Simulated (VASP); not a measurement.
Input of a VASP 6.6.1 run:

The input INCAR:

```
ALGO = Normal
EDIFF = 1E-6
ENCUT = 520
GGA = PE
ISIF = 2
ISMEAR = -1
LASPH = True
LCHARG = True
LELF = True
LREAL = False
LVHAR = True
LWAVE = False
NBANDS = 8
NELM = 100
PREC = Accurate
SIGMA = 0.15
```

The input KPOINTS:

```
k-points
0
Gamma
  14 14 14
```

Contents of POSCAR:

```
Al
1.0
    0.0000000000      2.0742098517      2.0742098517
    2.0742098517      0.0000000000      2.0742098517
    2.0742098517      2.0742098517      0.0000000000
Al
1
Direct
    0.0000000000      0.0000000000      0.0000000000
```

Potentials or basis: VASP PAW PBE potentials, release 64 (Al).

Launch:

```sh
$ cat potpaw_PBE.64/Al/POTCAR > POTCAR
$ mpirun -np 1 vasp_std > vasp.out
```

Q: Predict the pressure.

A: -5.0 GPa.
